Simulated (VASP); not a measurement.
Runs of VASP 6.6.1 on FeNi2. The structure is that of space group Fd-3m (No. 227), or close to it. The cells are those of the table. 

```csv
cell,gap on the mesh (eV),pressure (GPa),moment (μB)
"a = 4.569 Å, angles 60.0°, 6 atoms",none,7.8,7.80
"a = 4.632 Å, angles 60.0°, 6 atoms",none,(a),(b)
"a = 4.601 Å, angles 60.0°, 6 atoms",none,3.5,7.85
"a = 4.537 Å, angles 60.0°, 6 atoms",none,12.3,(c)
```

Alike in all rows: task single point; level PBE; potentials or basis VASP PAW PBE potentials, release 64 (Ni, Fe); spin collinear, ferromagnetic start; k mesh 7 × 7 × 7; cutoff (eV) 520; smearing fermi-dirac 0.05 eV.

**Question.** Fill in the values left out.

**Answer.** (a) -0.1; (b) 7.89; (c) 7.76.

A gap of «none» marks levels without a gap at the run's occupations.
